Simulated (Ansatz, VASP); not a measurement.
# Ti: VASP beside Ansatz

INCAR

```
ALGO = Normal
EDIFF = 1E-6
ENCUT = 520
GGA = PE
ISIF = 2
ISMEAR = -1
LASPH = T
LCHARG = F
LREAL = F
LWAVE = F
NBANDS = 12
NELM = 60
PREC = Accurate
SIGMA = 0.05
```

The input KPOINTS:

```
k-points
0
Gamma
  14 14 14
```

File POSCAR:

```
Ti
1.0
    0.0000000000      2.0094935475      2.0094935475
    2.0094935475      0.0000000000      2.0094935475
    2.0094935475      2.0094935475      0.0000000000
Ti
1
Direct
    0.0000000000      0.0000000000      0.0000000000
```

Input for Ansatz:

```yaml
crystal:
  lattice:
    - [0.0, 2.0094935475, 2.0094935475]
    - [2.0094935475, 0.0, 2.0094935475]
    - [2.0094935475, 2.0094935475, 0.0]
  atoms:
    - { symbol: Ti, position: [0.0, 0.0, 0.0] }
kpoints:
  mp_grid: { grid: [14, 14, 14] }
scf:
  occupations: { method: fermi_dirac, width: 0.05 }
hamiltonian:
  xc: pbe
  pseudopotentials: { kind: all_electron, lapw: { basis_error: 0.00025 } }
output:
  forces: true
  stress: true
  eigenvalues: true
```

Change from the starting cell: volume scaled by 0.97.

Alike in both runs: task single point; functional PBE; k mesh 14 × 14 × 14; occupations fermi-dirac, width 0.05 eV; no spin polarisation.

```csv
,VASP,Ansatz
version,VASP 6.6.1,Ansatz 0.2.0
potentials or method,"VASP PAW PBE potentials, release 64 (Ti_sv), cutoff 520 eV","all-electron LAPW, scalar-relativistic"
```

Ansatz gave:

- pressure (GPa): 8.3

Which values does VASP return?

Pressure (GPa): 8.0.

Ansatz ran all-electron here, and VASP with PAW potentials.
